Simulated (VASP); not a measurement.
# Ge3Te2S (P6mm) in VASP: notebook

Runs on Ge3Te2S. Level: PBE. Tasks: single point, relaxation of cell and atoms.

Program: VASP 6.6.1. These are calculated values, not measurements. Logs are shortened: lines on timing, memory, paths and dates and some standing lists are left out, and cuts for length are marked.

### 1 The cell of the first run

The structure is hexagonal, space group P6mm (No. 183). The conventional cell has a = 6.301 Å, b = 6.301 Å, c = 5.691 Å, α = 90.00°, β = 90.00°, γ = 120.00°. Within 3.6 Å of Ge (site symmetry 2mm) lie 2 Te at 2.70 Å and 4 Ge at 3.15 Å and 2 S at 3.17 Å. Te (site symmetry 3m) has 3 Ge at 2.70 Å and 3 Te at 3.64 Å within 3.7 Å. S (site symmetry 6mm) has 6 Ge at 3.17 Å and 6 Te at 4.32 Å within 4.4 Å.

The cell was generated, and may not be a known phase.

### 2 Single point, PBE

The input, INCAR:

```
SYSTEM = Ge3Te2S
PREC = Accurate
ENCUT = 520
EDIFF = 1E-7
ISMEAR = 0
SIGMA = 0.1
LREAL = .False.
LASPH = .True.
NELM = 100
ALGO = Normal
ISIF = 2
LWAVE = .False.
LCHARG = .False.
GGA = PE
NBANDS = 39
```

The input, KPOINTS:

```
Automatic mesh
0
Gamma
  6 6 8
  0 0 0
```

The input, POSCAR:

```
Ge3Te2S
1.0
    6.3006096450      0.0000000000      0.0000000000
   -3.1503048225      5.4564880119      0.0000000000
    0.0000000000      0.0000000000      5.6913566534
Ge Te S
3 2 1
Direct
    0.0000000000      0.5000000000      0.9689151162
    0.5000000000      0.0000000000      0.9689151162
    0.5000000000      0.5000000000      0.9689151162
    0.6666666667      0.3333333333      0.6184349604
    0.3333333333      0.6666666667      0.6184349604
    0.0000000000      0.0000000000      0.0263796409
```

Potentials or basis: VASP PAW PBE potentials, release 64 (Ge_d, Te, S).

The run is started by

```console
$ cat potpaw_PBE.64/Ge_d/POTCAR potpaw_PBE.64/Te/POTCAR potpaw_PBE.64/S/POTCAR > POTCAR
$ mpirun -np 1 vasp_std > vasp.out
```

OUTCAR:

```text
SYSTEM = Ge3Te2S
   PREC = Accurate
   ENCUT = 520
   EDIFF = 1E-7
   ISMEAR = 0
   LREAL = .False.
   LASPH = .True.
   NELM = 100
   ISIF = 2
   GGA = PE

 ion  position               nearest neighbor table
   1  0.000  0.500  0.969-   4 2.70   5 2.70
   2  0.500  0.000  0.969-   4 2.70   5 2.70
   3  0.500  0.500  0.969-   4 2.70   5 2.70
   4  0.667  0.333  0.618-   1 2.70   2 2.70   3 2.70   5 3.64   5 3.64   5 3.64
   5  0.333  0.667  0.618-   1 2.70   2 2.70   3 2.70   4 3.64   4 3.64   4 3.64
   6  0.000  0.000  0.026-

  LATTYP: Found a hexagonal cell.
 ALAT       =     6.3006096450
 C/A-ratio  =     0.9033025333

  Lattice vectors:

 A1 = (   6.3006096450,   0.0000000000,   0.0000000000)
 A2 = (  -3.1503048225,   5.4564880119,   0.0000000000)
 A3 = (   0.0000000000,   0.0000000000,   5.6913566534)

Analysis of symmetry for initial positions (statically):
=====================================================================
 Subroutine PRICEL returns:
 Original cell was already a primitive cell.

 Routine SETGRP: Setting up the symmetry group for a
 hexagonal supercell.

 Subroutine GETGRP returns: Found 12 space group operations
 (whereof 12 operations were pure point group operations)
 out of a pool of 24 trial point group operations.

The static configuration has the point symmetry C_6v.

Analysis of symmetry for dynamics (positions and initial velocities):
=====================================================================
 Subroutine PRICEL returns:
 Original cell was already a primitive cell.

 Routine SETGRP: Setting up the symmetry group for a
 hexagonal supercell.

 Subroutine GETGRP returns: Found 12 space group operations
 (whereof 12 operations were pure point group operations)
 out of a pool of 24 trial point group operations.

The dynamic configuration has the point symmetry C_6v.

 Subroutine INISYM returns: Found 12 space group operations
 (whereof 12 operations are pure point group operations),
 and found     1 'primitive' translations

----------------------------------------------------------------------------------------

                                     Primitive cell

  volume of cell :     195.6643

  direct lattice vectors                    reciprocal lattice vectors
     6.300609645  0.000000000  0.000000000     0.158714800  0.091634033  0.000000000
    -3.150304822  5.456488012  0.000000000     0.000000000  0.183268065  0.000000000
     0.000000000  0.000000000  5.691356653     0.000000000  0.000000000  0.175705031

  length of vectors
     6.300609645  6.300609645  5.691356653     0.183268065  0.183268065  0.175705031

  position of ions in fractional coordinates (direct lattice)
     1.000000000  0.500000000  0.968915116
     0.500000000  0.000000000  0.968915116
     0.500000000  0.500000000  0.968915116
     0.666666667  0.333333333  0.618434960
     0.333333333  0.666666667  0.618434960
     0.000000000  0.000000000  0.026379641

  ion indices of the primitive-cell ions
   primitive index   ion index
                 1           1
                 2           2
                 3           3
                 4           4
                 5           5
                 6           6

----------------------------------------------------------------------------------------

 KPOINTS: Automatic mesh

Automatic generation of k-mesh.
 Grid dimensions read from file:
 generate k-points for:    6    6    8

 Generating k-lattice:

  Cartesian coordinates                     Fractional coordinates (reciprocal lattice)
     0.026452467  0.015272339  0.000000000     0.166666667  0.000000000  0.000000000
     0.000000000  0.030544678  0.000000000     0.000000000  0.166666667  0.000000000
     0.000000000  0.000000000  0.021963129     0.000000000  0.000000000  0.125000000

  Length of vectors
     0.030544678  0.030544678  0.021963129

  Shift w.r.t. Gamma in fractional coordinates (k-lattice)
     0.000000000  0.000000000  0.000000000

 Subroutine IBZKPT returns following result:
 ===========================================

 Found     35 irreducible k-points:

 Following reciprocal coordinates:
            Coordinates               Weight
  0.000000  0.000000  0.000000      1.000000
  0.166667  0.000000  0.000000      6.000000
  0.333333 -0.000000  0.000000      6.000000
  0.500000 -0.000000  0.000000      3.000000
  0.166667  0.166667  0.000000      6.000000
  0.333333  0.166667  0.000000     12.000000
[... 16 lines left out ...]
  0.166667  0.000000  0.375000     12.000000
  0.333333 -0.000000  0.375000     12.000000
 [... further k-points ...]
   k-points           NKPTS =     35   k-points in BZ     NKDIM =     35   number of bands    NBANDS=     39
   number of dos      NEDOS =    301   number of ions     NIONS =      6
   total plane-waves  NPLWV =  96768
   dimension x,y,z NGX =    48 NGY =   48 NGZ =   42
   dimension x,y,z NGXF=    96 NGYF=   96 NGZF=   84
   ions per type =               3   2   1
   NGX,Y,Z   is equivalent  to a cutoff of  12.67, 12.67, 12.27 a.u.
   NGXF,Y,Z  is equivalent  to a cutoff of  25.33, 25.33, 24.54 a.u.
 SYSTEM =  Ge3Te2S
   PREC   = accura    normal or accurate (medium, high low for compatibility)
   ISTART =      0    job   : 0-new  1-cont  2-samecut
   ICHARG =      2    charge: 1-file 2-atom 10-const
   ISPIN  =      1    spin polarized calculation?
   LNONCOLLINEAR =      F non collinear calculations
   LSORBIT =      F    spin-orbit coupling
   LASPH  =      T    aspherical Exc in radial PAW
   ENCUT  =  520.0 eV  38.22 Ry    6.18 a.u.  11.71 11.71 10.58*2*pi/ulx,y,z
   NELM   =    100;   NELMIN=  2; NELMDL= -5     # of ELM steps
   EDIFF  = 0.1E-06   stopping-criterion for ELM
   LREAL  =      F    real-space projection
   EDIFFG = 0.1E-05   stopping-criterion for IOM
   NSW    =      0    number of steps for IOM
   IBRION =     -1    ionic relax: 0-MD 1-quasi-New 2-CG
   NFREE  =      0    steps in history (QN), initial steepest desc. (CG)
   ISIF   =      2    stress and relaxation
   ISYM   =      2    0-nonsym 1-usesym 2-fastsym
   POTIM  = 0.5000    time-step for ionic-motion
   TEBEG  =    0.0;   TEEND  =   0.0 temperature during run
   PSTRESS=    0.0 pullay stress
   NELECT =      60.0000    total number of electrons
   NUPDOWN=      -1.0000    fix difference up-down
   EMIN   =  10.00;   EMAX   =-10.00  energy-range for DOS
   EFERMI =   0.00;   METHOD = LEGACY
   ISMEAR =     0;   SIGMA  =   0.10  broadening in eV -4-tet -1-fermi 0-gaus
   EFERMI_NEDOS =   21; number of points for ismear=-14 and -15
   IALGO  =     38    algorithm
   IMIX   =      4    mixing-type and parameters
     AMIX     =   0.40;   BMIX     =  1.00
     AMIX_MAG =   1.60;   BMIX_MAG =  1.00
  volume/ion in A,a.u.               =      32.61       220.07
  Fermi-wavevector in a.u.,A,eV,Ry     =   1.103964  2.086189 16.581902  1.218735
  Thomas-Fermi vector in A             =   2.240429
   LORBIT       =      0    0 simple, 1 ext, 2 COOP (PROOUT), +10 PAW based schemes
   GGA     = PE    functional components
   LHFCALC =     F    Hartree Fock is set to
   AEXX    =    0.0000 exact exchange contribution
   IVDW    =     0    specifies the selected vdW correction
   LEPSILON=     F    determine dielectric tensor
   LRPA    =     F    only Hartree local field effects (RPA)
 non-spin polarized calculation
 Gauss-broadening in eV      SIGMA  =   0.10
  energy-cutoff  :      520.00
  volume of cell :      195.66
 maximum number of plane-waves:      5302
 NGX is ok and might be reduce to    48
   NGX = 23   NGY = 23   NGZ = 21

 number of electron      60.0000050 magnetization

 Free energy of the ion-electron system (eV)
  ---------------------------------------------------
  ext. energy  EPLUGINS =         0.00000000
  ---------------------------------------------------
  free energy    TOTEN  =       -22.14333562 eV

  energy without entropy =      -22.14316415  energy(sigma->0) =      -22.14324989

 E-fermi :   3.0034     XC(G=0):  -8.3791

 val. band max:        2.8615394370   @ k =   0.5000  -0.0000   0.5000
 cond. band min:       3.1664489651   @ k =   0.5000  -0.0000   0.2500
 fundamental gap:      0.3049095281
 Fermi energy:         3.0034355063

 k-point     1 :       0.0000    0.0000    0.0000
  band No.  band energies     occupation
      1     -21.8718      2.00000
      2     -21.8664      2.00000
      3     -21.8664      2.00000
      4     -21.8355      2.00000
      5     -21.8355      2.00000
      6     -21.8281      2.00000
[... 31 lines left out ...]
     38       7.8670      0.00000
     39       7.8670      0.00000

 k-point     2 :       0.1667    0.0000    0.0000
  band No.  band energies     occupation
      1     -21.8695      2.00000
      2     -21.8656      2.00000
      3     -21.8626      2.00000
      4     -21.8374      2.00000
      5     -21.8355      2.00000
      6     -21.8261      2.00000
[... 31 lines left out ...]
     38       7.6891      0.00000
     39       7.7482      0.00000

 k-point     3 :       0.3333   -0.0000    0.0000
  band No.  band energies     occupation
      1     -21.8667      2.00000
      2     -21.8609      2.00000
      3     -21.8526      2.00000
      4     -21.8422      2.00000
      5     -21.8357      2.00000
      6     -21.8221      2.00000
[... 31 lines left out ...]
     38       7.7360      0.00000
     39       8.2208      0.00000

 k-point     4 :       0.5000   -0.0000    0.0000
  band No.  band energies     occupation
      1     -21.8661      2.00000
      2     -21.8556      2.00000
      3     -21.8467      2.00000
      4     -21.8436      2.00000
      5     -21.8365      2.00000
      6     -21.8276      2.00000
[... 31 lines left out ...]
     38       7.8212      0.00000
     39       7.8916      0.00000
[... 754 lines left out ...]
     38       7.7291      0.00000
     39       7.7291      0.00000

 k-point    23 :       0.1667    0.0000    0.3750
  band No.  band energies     occupation
      1     -21.8695      2.00000
      2     -21.8656      2.00000
      3     -21.8626      2.00000
      4     -21.8373      2.00000
      5     -21.8355      2.00000
      6     -21.8262      2.00000
[... 31 lines left out ...]
     38       7.3175      0.00000
     39       7.6191      0.00000

 k-point    24 :       0.3333   -0.0000    0.3750
  band No.  band energies     occupation
      1     -21.8667      2.00000
      2     -21.8609      2.00000
      3     -21.8526      2.00000
      4     -21.8422      2.00000
      5     -21.8357      2.00000
      6     -21.8221      2.00000
[... 31 lines left out ...]
     38       7.2517      0.00000
     39       7.5944      0.00000

 [... further k-points ...]
[... 5 lines left out ...]
  --------------------------------------------------------------------------------------
  -------------------------------------------------------------------------------------
  Total       -0.0015221     -0.0015221      0.0927330      0.0000000      0.0000000      0.0000000
  in kB       -0.0124638     -0.0124638      0.7593348      0.0000000      0.0000000      0.0000000
  external PRESSURE =       0.2448024 kB  Pullay stress =       0.0000000 kB

 VOLUME and BASIS-vectors are now :
 -----------------------------------------------------------------------------
  energy-cutoff  :      520.00
  volume of cell :      195.66
      direct lattice vectors                 reciprocal lattice vectors
     6.300609645  0.000000000  0.000000000     0.158714800  0.091634033  0.000000000
    -3.150304822  5.456488012  0.000000000     0.000000000  0.183268065  0.000000000
     0.000000000  0.000000000  5.691356653     0.000000000  0.000000000  0.175705031

 POSITION                                       TOTAL-FORCE (eV/Angst)
 -----------------------------------------------------------------------------------
     -1.57515      2.72824      5.51444        -0.000000     -0.000000      0.023774
      3.15030      0.00000      5.51444         0.000000      0.000000      0.023774
      1.57515      2.72824      5.51444         0.000000      0.000000      0.023774
      3.15030      1.81883      3.51973         0.000000     -0.000000     -0.033923
     -0.00000      3.63766      3.51973        -0.000000      0.000000     -0.033923
      0.00000      0.00000      0.15014        -0.000000     -0.000000     -0.003474
 -----------------------------------------------------------------------------------
    total drift:                                0.000001      0.000002      0.004430

  FREE ENERGIE OF THE ION-ELECTRON SYSTEM (eV)
  ---------------------------------------------------
  free  energy   TOTEN  =       -22.1433356232 eV

  energy  without entropy=      -22.1431641519  energy(sigma->0) =      -22.14324989
```

Wall time 3.2 min (1 thread of Intel Xeon Platinum 8488C (Sapphire Rapids), shared host); peak memory 0.45 GiB.

What came out:

```yaml
Free_energy: -22.1433 eV
Pressure: 0.0 GPa
Largest_force: 0.034 eV/Å
Band_gap_on_the_k_mesh: 0.30 eV (least direct gap 0.51 eV)
```

Forces on the atoms (eV/Å):
```
Ge   0.000  0.000  0.024
Ge   0.000  0.000  0.024
Ge   0.000  0.000  0.024
Te   0.000  0.000 -0.034
Te   0.000  0.000 -0.034
S    0.000  0.000 -0.003
```

Levels at points of the mesh, in eV from the valence-band top:
```
           k point  band 28  band 29  band 30  band 31  band 32  band 33
(0.00, 0.00, 0.00)    -0.48    -0.48    -0.27     0.62     2.15     2.15
(0.50, 0.00, 0.00)    -1.23    -0.41    -0.41     0.48     0.78     1.96
(0.00, 0.00, 0.50)    -0.72    -0.72    -0.54     2.61     2.73     2.78
(0.50, 0.00, 0.50)    -1.09    -0.39     0.00     0.51     1.66     1.95
```

Caveat: semilocal functionals underestimate gaps, and a narrow one can read as zero; spin-orbit coupling is left out, which moves the levels of the heavy elements. A k mesh can miss the band edges.

### 3 Relaxation of cell and atoms, PBE

This run uses another cell than the first one, of 29.25 Å³/atom.

The input, INCAR:

```
PREC = Accurate ; ENCUT = 600
EDIFF = 1E-7 ; ISMEAR = 0
SIGMA = 0.1 ; LREAL = False
LASPH = True ; NELM = 80
ALGO = Normal ; ISIF = 3
LWAVE = False ; LCHARG = False
GGA = PE ; IBRION = 2
NSW = 100 ; EDIFFG = -0.01
```

The input, KPOINTS:

```
Automatic mesh
0
Gamma
  6 6 8
```

The input, POSCAR:

```
Ge3Te2S
1.0
    6.3391112459      0.0000000000      0.0000000000
   -3.1695556229      5.4898313763      0.0000000000
    0.0000000000      0.0000000000      5.0426123456
Ge Te S
3 2 1
Direct
    0.0000000000      0.5000000000      0.9822171999
    0.5000000000      0.0000000000      0.9822171999
    0.5000000000      0.5000000000      0.9822171999
    0.6666666667      0.3333333333      0.5839296446
    0.3333333333      0.6666666667      0.5839296446
    0.0000000000      0.0000000000      0.0554840212
```

Potentials or basis: VASP PAW PBE potentials, release 64 (Ge_d, Te, S).

The run is started by

```console
$ cat potpaw_PBE.64/Ge_d/POTCAR potpaw_PBE.64/Te/POTCAR potpaw_PBE.64/S/POTCAR > POTCAR
$ mpirun -np 1 vasp_std > vasp.out
```

Wall time 84 min (1 thread of Intel Xeon 6975P-C (Granite Rapids), shared host); peak memory 0.53 GiB.

It converged, with:

| Item | Value |
| --- | --- |
| Free energy | -22.1418 eV |
| Relaxed volume | 32.14 Å³/atom |
| Relaxed cell | a = 6.295 Å, b = 6.295 Å, c = 5.619 Å, α = 90.00°, β = 90.00°, γ = 120.00° |
| Space group after relaxing (to 0.1 Å) | P6mm (No. 183) |
| Energy gained by relaxing | 7.5 meV/atom |
| Ionic steps | 48 |
| Pressure after relaxing | 0.0 GPa |
| Largest force after relaxing | 0.009 eV/Å |
| Band gap on the k mesh | 0.25 eV (least direct gap 0.49 eV) |

Forces on the atoms (eV/Å):
```
Ge   0.000  0.000  0.004
Ge   0.000  0.000  0.004
Ge   0.000  0.000  0.004
Te   0.000  0.000 -0.002
Te   0.000  0.000 -0.002
S    0.000  0.000 -0.009
```

The path:
```
step  energy change (eV)  largest force (eV/Å)  pressure (GPa)  volume (Å³)
   1              0.0000                0.0193            0.12       175.49
   3             -0.0046                0.1799           -0.27       176.47
   5             -0.0116                0.1546            0.06       175.75
   7             -0.0124                0.1387            0.20       175.47
   9             -0.0208                0.0497            0.50       177.64
  11             -0.0227                0.1097            0.56       179.00
  13             -0.0303                0.0941            0.11       183.98
  15             -0.0311                0.1073           -0.07       186.37
  17             -0.0344                0.0958           -0.17       186.68
  19             -0.0351                0.1314           -0.26       186.91
  21             -0.0376                0.0768            0.05       186.02
  23             -0.0381                0.0718            0.13       185.98
  25             -0.0409                0.0479            0.16       187.37
  27             -0.0427                0.0666            0.14       189.60
  29             -0.0428                0.0603           -0.24       192.27
  31             -0.0434                0.0010           -0.07       191.02
  33             -0.0440                0.0136           -0.06       190.95
  35             -0.0443                0.0361           -0.03       190.83
  37             -0.0444                0.0083            0.05       190.69
  39             -0.0447                0.0051            0.06       191.36
  41             -0.0449                0.0074            0.00       192.62
  43             -0.0449                0.0080           -0.04       192.85
  45             -0.0450                0.0129           -0.02       192.92
  47             -0.0451                0.0169           -0.02       192.96
  48             -0.0451                0.0091            0.02       192.86
```

Final structure:
```cif
data_structure
_symmetry_space_group_name_H-M 'P 1'
_symmetry_Int_Tables_number 1
_cell_length_a 6.2954
_cell_length_b 6.2954
_cell_length_c 5.6192
_cell_angle_alpha 90.000
_cell_angle_beta 90.000
_cell_angle_gamma 120.000
_cell_volume 192.86
loop_
_atom_site_label
_atom_site_type_symbol
_atom_site_fract_x
_atom_site_fract_y
_atom_site_fract_z
_atom_site_occupancy
Ge1 Ge 0.00000 0.50000 0.97032 1
Ge2 Ge 0.50000 0.00000 0.97032 1
Ge3 Ge 0.50000 0.50000 0.97032 1
Te1 Te 0.66667 0.33333 0.61440 1
Te2 Te 0.33333 0.66667 0.61440 1
S1 S 0.00000 0.00000 0.03023 1
```

Levels at points of the mesh, in eV from the valence-band top:
| k point | band 26 | band 27 | band 28 | band 29 | band 30 | band 31 | band 32 | band 33 | band 34 | band 35 |
| --- | --- | --- | --- | --- | --- | --- | --- | --- | --- | --- |
| (0.00, 0.00, 0.00) | -1.96 | -1.96 | -0.50 | -0.50 | -0.31 | 0.49 | 2.05 | 2.05 | 3.04 | 3.04 |
| (0.50, 0.00, 0.00) | -2.17 | -1.67 | -1.26 | -0.46 | -0.45 | 0.45 | 0.74 | 1.87 | 2.32 | 2.42 |
| (0.00, 0.00, 0.50) | -2.75 | -1.19 | -0.76 | -0.76 | -0.58 | 2.66 | 2.71 | 2.73 | 2.73 | 4.11 |
| (0.50, 0.00, 0.50) | -1.68 | -1.48 | -1.09 | -0.44 | 0.00 | 0.49 | 1.69 | 1.89 | 2.28 | 2.90 |

Caveat: semilocal functionals underestimate gaps, and a narrow one can read as zero; spin-orbit coupling is left out, which moves the levels of the heavy elements.
